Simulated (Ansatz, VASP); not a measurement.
**One calculation of Si5PdW2, two programs**

INCAR

```
SYSTEM = Si5PdW2
  ALGO = Normal
  EDIFF = 1E-6
  EDIFFG = -0.01
  ENCUT = 600
  GGA = PE
  IBRION = 2
  ISIF = 3
  ISMEAR = 0
  LASPH = .True.
  LCHARG = .False.
  LREAL = .False.
  LWAVE = .False.
  NELM = 60
  NSW = 100
  PREC = Accurate
  SIGMA = 0.1
```

KPOINTS

```
k-points
0
Gamma
  10 10 4
  0 0 0
```

The input POSCAR:

```
Si5PdW2
1.0
    3.2452774053      0.0000000000      0.0000000000
    0.0000000000      3.2452774053      0.0000000000
    0.0000000000      0.0000000000     10.6803514049
Si Pd W
5 1 2
Direct
    0.5000000000      0.5000000000      0.8791038349
    0.0000000000      0.0000000000      0.7498240925
    0.5000000000      0.5000000000      0.1208961651
    0.0000000000      0.0000000000      0.2501759075
    0.0000000000      0.0000000000      0.5000000000
    0.0000000000      0.0000000000      0.0000000000
    0.5000000000      0.5000000000      0.6425227909
    0.5000000000      0.5000000000      0.3574772091
```

Input for Ansatz:

```yaml
crystal:
  lattice:
    - [3.2452774053, 0.0, 0.0]
    - [0.0, 3.2452774053, 0.0]
    - [0.0, 0.0, 10.6803514049]
  atoms:
    - { symbol: Si, position: [0.5, 0.5, 0.8791038349] }
    - { symbol: Si, position: [0.0, 0.0, 0.7498240925] }
    - { symbol: Si, position: [0.5, 0.5, 0.1208961651] }
    - { symbol: Si, position: [0.0, 0.0, 0.2501759075] }
    - { symbol: Si, position: [0.0, 0.0, 0.5] }
    - { symbol: Pd, position: [0.0, 0.0, 0.0] }
    - { symbol: W, position: [0.5, 0.5, 0.6425227909] }
    - { symbol: W, position: [0.5, 0.5, 0.3574772091] }
basis:
  ecutwfc: 420
kpoints:
  mp_grid: { grid: [10, 10, 4] }
hamiltonian:
  xc: pbe
scf:
  occupations: { method: gaussian, width: 0.1 }
output:
  forces: true
  stress: true
  eigenvalues: true
  write_density: true
  write_potential: true
  elf: true
  volumetric_format: npy
relax:
  adjacent_minimum: "off"
  f_tol: 0.01
  max_steps: 80
  cell: { stress_tol: 0.05 }
```

Alike in both runs: task relaxation of cell and atoms; functional PBE; k mesh 10 × 10 × 4; occupations gaussian, width 0.1 eV; no spin polarisation.

|  | VASP | Ansatz |
| --- | --- | --- |
| version | VASP 6.6.1 | Ansatz 0.2.0 |
| potentials or method | VASP PAW PBE potentials, release 64 (Si, Pd, W_sv), cutoff 600 eV | scalar-relativistic, plane waves, PAW |
| valence electrons in the cell | 58 | 66 |

|  | VASP | Ansatz | Ansatz less VASP |
| --- | --- | --- | --- |
| gap on the k mesh at the Fermi level, each at its own relaxed structure (eV) | none | none | - |
| relaxed volume (Å³/atom) | 14.08 | 14.08 | +0.002 |
| relaxed cell length with the largest relative difference (Å) | 10.691 | 10.692 | +0.0006 |

A gap of «none» marks a metal or a gap that the smearing closes. VASP's potentials hold 58 valence electrons a cell and Ansatz's 66, so a difference there can come from the potentials and not from the codes.

Neither program's run includes spin-orbit coupling.
